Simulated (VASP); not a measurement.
# Ga (P-1) in VASP: a series of runs

The runs below take Ga through single point, with PBE.

Program: VASP 6.6.1. These are calculated values, not measurements. Logs are shortened: lines on timing, memory, paths and dates and some standing lists are left out, and cuts for length are marked.

## (1) The cell of the first run

The typed cell holds 4 atoms: a = 4.458 Å, b = 4.419 Å, c = 4.517 Å, α = 90.79°, β = 89.80°, γ = 118.92°.

## (2) Single point, PBE (equal xy, yz and zx shear strains of -1 %)

The input, INCAR:

```
SYSTEM = Ga
ALGO     = Normal         ! electronic algorithm
EDIFF    = 1E-6           ! SCF threshold, eV
ENCUT    = 520            ! plane-wave cutoff, eV
GGA      = PE             ! functional
ISIF     = 2              ! what is computed and relaxed
ISMEAR   = -1             ! smearing method
LASPH    = .TRUE.         ! aspherical terms in the spheres
LCHARG   = .TRUE.         ! write CHGCAR
LELF     = .TRUE.         ! ELF
LREAL    = .FALSE.        ! projectors in reciprocal space
LVHAR    = .TRUE.       
LWAVE    = .FALSE.        ! write WAVECAR
NBANDS   = 34             ! bands
NELM     = 100            ! most SCF steps
PREC     = Accurate       ! precision mode
SIGMA    = 0.05           ! smearing width, eV
```

The input, KPOINTS:

```
k-points
0
G
  9 9 8
  0 0 0
```

The input, POSCAR:

```
Ga
1.0
    2.2744620000     -3.8336767500      0.0078352500
    2.2362380000      3.8111232500     -0.0303887500
   -0.0225835000     -0.0225835000      4.5167000000
Ga
4
Direct
    0.1525000000      0.8475000000      0.0785000000
    0.6525000000      0.3475000000      0.4215000000
    0.8475000000      0.1525000000      0.9215000000
    0.3475000000      0.6525000000      0.5785000000
```

Potentials or basis: VASP PAW PBE potentials, release 64 (Ga_d).

The run is started by

```bash
$ cat potpaw_PBE.64/Ga_d/POTCAR > POTCAR
$ mpirun -np 1 vasp_std > vasp.out
```

OUTCAR:

```text
SYSTEM = Ga
   EDIFF = 1E-6
   ENCUT = 520
   GGA = PE
   ISIF = 2
   ISMEAR = -1
   LASPH = .TRUE.
   LREAL = .FALSE.
   NELM = 100
   PREC = Accurate

 ion  position               nearest neighbor table
   1  0.153  0.847  0.078-   3 2.44   4 2.69   4 2.72   2 2.72   2 2.75   3 2.77   3 2.81
   2  0.653  0.347  0.422-   4 2.43   3 2.69   3 2.72   1 2.72   1 2.75   4 2.79   4 2.81
   3  0.847  0.153  0.922-   1 2.44   2 2.69   2 2.72   4 2.72   4 2.75   1 2.77   1 2.81
   4  0.347  0.653  0.578-   2 2.43   1 2.69   1 2.72   3 2.72   3 2.75   2 2.79   2 2.81

  LATTYP: Found a triclinic cell.
 ALAT       =     4.4188623304
 B/A-ratio  =     1.0087694416
 C/A-ratio  =     1.0221664714
 COS(alpha) =     0.0035065700
 COS(beta)  =     0.0137193776
 COS(gamma) =     0.4835423752

  Lattice vectors:

 A1 = (  -2.2362380000,  -3.8111232500,   0.0303887500)
 A2 = (   2.2744620000,  -3.8336767500,   0.0078352500)
 A3 = (  -0.0225835000,  -0.0225835000,   4.5167000000)

Analysis of symmetry for initial positions (statically):
=====================================================================
 Subroutine PRICEL returns:
 Original cell was already a primitive cell.

 Routine SETGRP: Setting up the symmetry group for a
 triclinic supercell.

 Subroutine GETGRP returns: Found  2 space group operations
 (whereof  2 operations were pure point group operations)
 out of a pool of  2 trial point group operations.

The static configuration has the point symmetry S_2 .

Analysis of symmetry for dynamics (positions and initial velocities):
=====================================================================
 Subroutine PRICEL returns:
 Original cell was already a primitive cell.

 Routine SETGRP: Setting up the symmetry group for a
 triclinic supercell.

 Subroutine GETGRP returns: Found  2 space group operations
 (whereof  2 operations were pure point group operations)
 out of a pool of  2 trial point group operations.

The dynamic configuration has the point symmetry S_2 .

 Subroutine INISYM returns: Found  2 space group operations
 (whereof  2 operations are pure point group operations),
 and found     1 'primitive' translations

----------------------------------------------------------------------------------------

                                     Primitive cell

  volume of cell :      77.8697

  direct lattice vectors                    reciprocal lattice vectors
     2.274462000 -3.833676750  0.007835250     0.221048863 -0.129700341  0.000456743
     2.236238000  3.811123250 -0.030388750     0.222363581  0.131928545  0.001771461
    -0.022583500 -0.022583500  4.516700000     0.001112622  0.001112622  0.221411706

  length of vectors
     4.457613286  4.418862330  4.516812916     0.256290825  0.258561097  0.221417297

  position of ions in fractional coordinates (direct lattice)
     0.152500000  0.847500000  0.078500000
     0.652500000  0.347500000  0.421500000
     0.847500000  0.152500000  0.921500000
     0.347500000  0.652500000  0.578500000

  ion indices of the primitive-cell ions
   primitive index   ion index
                 1           1
                 2           2
                 3           3
                 4           4

----------------------------------------------------------------------------------------

 KPOINTS: k-points

Automatic generation of k-mesh.
 Grid dimensions read from file:
 generate k-points for:    9    9    8

 Generating k-lattice:

  Cartesian coordinates                     Fractional coordinates (reciprocal lattice)
     0.024560985 -0.014411149  0.000050749     0.111111111  0.000000000 -0.000000000
     0.024707065  0.014658727  0.000196829     0.000000000  0.111111111  0.000000000
     0.000139078  0.000139078  0.027676463    -0.000000000  0.000000000  0.125000000

  Length of vectors
     0.028476758  0.028729011  0.027677162

  Shift w.r.t. Gamma in fractional coordinates (k-lattice)
     0.000000000  0.000000000  0.000000000

 Subroutine IBZKPT returns following result:
 ===========================================

 Found    325 irreducible k-points:

 Following reciprocal coordinates:
            Coordinates               Weight
  0.000000  0.000000  0.000000      1.000000
  0.111111 -0.000000  0.000000      2.000000
  0.222222 -0.000000 -0.000000      2.000000
  0.333333 -0.000000  0.000000      2.000000
  0.444444 -0.000000 -0.000000      2.000000
 -0.000000  0.111111  0.000000      2.000000
[... 16 lines left out ...]
 -0.111111  0.222222  0.000000      2.000000
  0.000000  0.333333  0.000000      2.000000
 [... further k-points ...]
   k-points           NKPTS =    325   k-points in BZ     NKDIM =    325   number of bands    NBANDS=     34
   number of dos      NEDOS =    301   number of ions     NIONS =      4
   total plane-waves  NPLWV =  46656
   dimension x,y,z NGX =    36 NGY =   36 NGZ =   36
   dimension x,y,z NGXF=    72 NGYF=   72 NGZF=   72
   ions per type =               4
   NGX,Y,Z   is equivalent  to a cutoff of  13.43, 13.54, 13.25 a.u.
   NGXF,Y,Z  is equivalent  to a cutoff of  26.85, 27.09, 26.50 a.u.
 SYSTEM =  Ga
   PREC   = accura    normal or accurate (medium, high low for compatibility)
   ISTART =      0    job   : 0-new  1-cont  2-samecut
   ICHARG =      2    charge: 1-file 2-atom 10-const
   ISPIN  =      1    spin polarized calculation?
   LNONCOLLINEAR =      F non collinear calculations
   LSORBIT =      F    spin-orbit coupling
   LASPH  =      T    aspherical Exc in radial PAW
   ENCUT  =  520.0 eV  38.22 Ry    6.18 a.u.   8.29  8.22  8.40*2*pi/ulx,y,z
   NELM   =    100;   NELMIN=  2; NELMDL= -5     # of ELM steps
   EDIFF  = 0.1E-05   stopping-criterion for ELM
   LREAL  =      F    real-space projection
   EDIFFG = 0.1E-04   stopping-criterion for IOM
   NSW    =      0    number of steps for IOM
   IBRION =     -1    ionic relax: 0-MD 1-quasi-New 2-CG
   NFREE  =      0    steps in history (QN), initial steepest desc. (CG)
   ISIF   =      2    stress and relaxation
   ISYM   =      2    0-nonsym 1-usesym 2-fastsym
   POTIM  = 0.5000    time-step for ionic-motion
   TEBEG  =    0.0;   TEEND  =   0.0 temperature during run
   PSTRESS=    0.0 pullay stress
   NELECT =      52.0000    total number of electrons
   NUPDOWN=      -1.0000    fix difference up-down
   EMIN   =  10.00;   EMAX   =-10.00  energy-range for DOS
   EFERMI =   0.00;   METHOD = LEGACY
   ISMEAR =    -1;   SIGMA  =   0.05  broadening in eV -4-tet -1-fermi 0-gaus
   EFERMI_NEDOS =   21; number of points for ismear=-14 and -15
   IALGO  =     38    algorithm
   IMIX   =      4    mixing-type and parameters
     AMIX     =   0.40;   BMIX     =  1.00
     AMIX_MAG =   1.60;   BMIX_MAG =  1.00
  volume/ion in A,a.u.               =      19.47       131.37
  Fermi-wavevector in a.u.,A,eV,Ry     =   1.430934  2.704074 27.858926  2.047573
  Thomas-Fermi vector in A             =   2.550726
   LORBIT       =      0    0 simple, 1 ext, 2 COOP (PROOUT), +10 PAW based schemes
   GGA     = PE    functional components
   LHFCALC =     F    Hartree Fock is set to
   AEXX    =    0.0000 exact exchange contribution
   IVDW    =     0    specifies the selected vdW correction
   LEPSILON=     F    determine dielectric tensor
   LRPA    =     F    only Hartree local field effects (RPA)
 non-spin polarized calculation
  energy-cutoff  :      520.00
  volume of cell :       77.87
 maximum number of plane-waves:      2117
 NGX is ok and might be reduce to    36
   NGX = 17   NGY = 17   NGZ = 17

 number of electron      52.0000009 magnetization

 Free energy of the ion-electron system (eV)
  ---------------------------------------------------
  ext. energy  EPLUGINS =         0.00000000
  ---------------------------------------------------
  free energy    TOTEN  =       -11.57087906 eV

  energy without entropy =      -11.56266736  energy(sigma->0) =      -11.56677321

 E-fermi :   5.0964     XC(G=0): -10.6839

 val. band max:        5.0959702163   @ k =  -0.4444   0.4444   0.3750
 cond. band min:       5.1010922516   @ k =  -0.4444   0.3333   0.1250
 fundamental gap:      0.0051220354
 Fermi energy:         5.0963841397

 k-point     1 :       0.0000    0.0000    0.0000
  band No.  band energies     occupation
      1     -10.0717      2.00000
      2     -10.0640      2.00000
      3     -10.0631      2.00000
      4     -10.0370      2.00000
      5      -9.9847      2.00000
      6      -9.9536      2.00000
[... 26 lines left out ...]
     33      11.8226      0.00000
     34      12.3699      0.00000

 k-point     2 :       0.1111   -0.0000    0.0000
  band No.  band energies     occupation
      1     -10.0717      2.00000
      2     -10.0656      2.00000
      3     -10.0596      2.00000
      4     -10.0427      2.00000
      5      -9.9749      2.00000
      6      -9.9518      2.00000
[... 26 lines left out ...]
     33      11.8716      0.00000
     34      12.6196      0.00000

 k-point     3 :       0.2222   -0.0000   -0.0000
  band No.  band energies     occupation
      1     -10.0762      2.00000
      2     -10.0610      2.00000
      3     -10.0574      2.00000
      4     -10.0477      2.00000
      5      -9.9673      2.00000
      6      -9.9366      2.00000
[... 26 lines left out ...]
     33      11.2848      0.00000
     34      12.1833      0.00000

 k-point     4 :       0.3333   -0.0000    0.0000
  band No.  band energies     occupation
      1     -10.0817      2.00000
      2     -10.0692      2.00000
      3     -10.0525      2.00000
      4     -10.0254      2.00000
      5      -9.9784      2.00000
      6      -9.9636      2.00000
[... 26 lines left out ...]
     33      10.9732      0.00000
     34      12.2819      0.00000

 k-point     5 :       0.4444   -0.0000   -0.0000
  band No.  band energies     occupation
      1     -10.0860      2.00000
      2     -10.0773      2.00000
      3     -10.0294      2.00000
      4     -10.0073      2.00000
      5      -9.9923      2.00000
      6      -9.9886      2.00000
[... 621 lines left out ...]
 k-point    22 :      -0.2222    0.2222    0.0000
  band No.  band energies     occupation
      1     -10.1010      2.00000
      2     -10.0828      2.00000
      3     -10.0402      2.00000
      4     -10.0322      2.00000
      5      -9.9925      2.00000
      6      -9.9703      2.00000
[... 26 lines left out ...]
     33      10.4531      0.00000
     34      11.1495      0.00000

 k-point    23 :      -0.1111    0.2222    0.0000
  band No.  band energies     occupation
      1     -10.0798      2.00000
      2     -10.0753      2.00000
      3     -10.0507      2.00000
      4     -10.0435      2.00000
      5      -9.9834      2.00000
      6      -9.9610      2.00000
[... 26 lines left out ...]
     33      10.8680      0.00000
     34      12.3653      0.00000

 k-point    24 :       0.0000    0.3333    0.0000
  band No.  band energies     occupation
      1     -10.0792      2.00000
      2     -10.0685      2.00000
      3     -10.0526      2.00000
      4     -10.0260      2.00000
      5      -9.9791      2.00000
      6      -9.9640      2.00000
[... 26 lines left out ...]
     33      10.9129      0.00000
     34      12.2421      0.00000

 [... further k-points ...]
[... 5 lines left out ...]
  --------------------------------------------------------------------------------------
  -------------------------------------------------------------------------------------
  Total        0.7565594      1.9255899      0.7108880      0.1419621      0.2602885      0.1594302
  in kB       15.5662850     39.6192047     14.6265915      2.9208842      5.3554614      3.2802917
  external PRESSURE =      23.2706937 kB  Pullay stress =       0.0000000 kB

 VOLUME and BASIS-vectors are now :
 -----------------------------------------------------------------------------
  energy-cutoff  :      520.00
  volume of cell :       77.87
      direct lattice vectors                 reciprocal lattice vectors
     2.274462000 -3.833676750  0.007835250     0.221048863 -0.129700341  0.000456743
     2.236238000  3.811123250 -0.030388750     0.222363581  0.131928545  0.001771461
    -0.022583500 -0.022583500  4.516700000     0.001112622  0.001112622  0.221411706

 POSITION                                       TOTAL-FORCE (eV/Angst)
 -----------------------------------------------------------------------------------
      2.24029      2.64352      0.33000        -0.012401     -0.387210      0.130925
      2.25166     -1.18663      1.89834         0.009598     -0.449307     -0.100904
      2.24782     -2.68866      4.16415         0.012401      0.387210     -0.130925
      2.23646      1.14149      2.59581        -0.009598      0.449307      0.100904
 -----------------------------------------------------------------------------------
    total drift:                                0.000000      0.000000     -0.000000

  FREE ENERGIE OF THE ION-ELECTRON SYSTEM (eV)
  ---------------------------------------------------
  free  energy   TOTEN  =       -11.5708790554 eV

  energy  without entropy=      -11.5626673613  energy(sigma->0) =      -11.56677321
```

Wall time 4.5 min (1 thread of Intel Xeon 6975P-C (Granite Rapids), shared host); peak memory 0.66 GiB.

Results:

* Free energy: -11.5709 eV
* Pressure: 2.3 GPa
* Largest force: 0.461 eV/Å
* Band gap on the k mesh: zero (bands 26 and 27 overlap by 1.29 eV)

Forces on the atoms (eV/Å):
```
Ga  -0.012 -0.387  0.131
Ga   0.010 -0.449 -0.101
Ga   0.012  0.387 -0.131
Ga  -0.010  0.449  0.101
```

Levels at points of the mesh, in eV from the Fermi level:
| k point | band 22 | band 23 | band 24 | band 25 | band 26 | band 27 | band 28 | band 29 | band 30 | band 31 |
| --- | --- | --- | --- | --- | --- | --- | --- | --- | --- | --- |
| (0.00, 0.00, 0.00) | -4.34 | -3.68 | -1.68 | -1.58 | -0.88 | 0.92 | 0.96 | 0.97 | 5.08 | 5.51 |
| (0.00, 0.00, 0.50) | -9.20 | -0.18 | -0.17 | -0.09 | 0.01 | 0.09 | 0.21 | 2.12 | 2.19 | 3.73 |

Caveat: the cell differs from its parent crystal (equal xy, yz and zx shear strains of -1 %).

## (3) Single point, PBE (equal xy, yz and zx shear strains of -2 %)

The input, INCAR:

```
PREC     = Accurate       # precision mode
ENCUT    = 520            # plane-wave cutoff, eV
EDIFF    = 1E-6           # SCF threshold, eV
ISMEAR   = -1             # smearing method
SIGMA    = 0.05           # smearing width, eV
LREAL    = F              # projectors in reciprocal space
LASPH    = T              # aspherical terms in the spheres
NELM     = 100            # most SCF steps
ALGO     = Normal         # electronic algorithm
ISIF     = 2              # what is computed and relaxed
LWAVE    = F              # write WAVECAR
LCHARG   = F              # write CHGCAR
GGA      = PE             # functional
NBANDS   = 34             # bands
```

The input, KPOINTS:

```
regular mesh
0
Gamma
  9 9 8
```

The input, POSCAR:

```
Ga
1.0
    2.2935740000     -3.8449535000      0.0156705000
    2.2171260000      3.7998465000     -0.0607775000
   -0.0451670000     -0.0451670000      4.5167000000
Ga
4
Direct
    0.1525000000      0.8475000000      0.0785000000
    0.6525000000      0.3475000000      0.4215000000
    0.8475000000      0.1525000000      0.9215000000
    0.3475000000      0.6525000000      0.5785000000
```

Potentials or basis: VASP PAW PBE potentials, release 64 (Ga_d).

The run is started by

```bash
$ cat potpaw_PBE.64/Ga_d/POTCAR > POTCAR
$ mpirun -np 1 vasp_std > vasp.out
```

Wall time 5.7 min (1 thread of Intel Xeon 6975P-C (Granite Rapids), shared host); peak memory 0.65 GiB.

The run converged. Its results:

| Quantity | Value |
| --- | --- |
| Free energy | -11.5620 eV |
| Pressure | 2.5 GPa |
| Largest force | 0.487 eV/Å |
| Band gap on the k mesh | zero (bands 26 and 27 overlap by 1.29 eV) |

Forces in eV/Å, atoms in the order of the input:
```
Ga  -0.022 -0.351  0.146
Ga   0.021 -0.479 -0.085
Ga   0.022  0.351 -0.146
Ga  -0.021  0.479  0.085
```

Stress tensor (GPa, compression positive):
```
1.76 0.61 0.67
0.61 4.19 1.09
0.67 1.09 1.67
```

Levels at points of the mesh, in eV from the Fermi level:
```tsv
k point	band 23	band 24	band 25	band 26	band 27	band 28	band 29	band 30
(0.00, 0.00, 0.00)	-3.68	-1.69	-1.58	-0.88	0.92	0.96	0.97	4.96
(0.00, 0.00, 0.50)	-0.21	-0.20	-0.17	0.01	0.10	0.31	2.09	2.23
```

Caveat: the cell differs from its parent crystal (equal xy, yz and zx shear strains of -2 %).
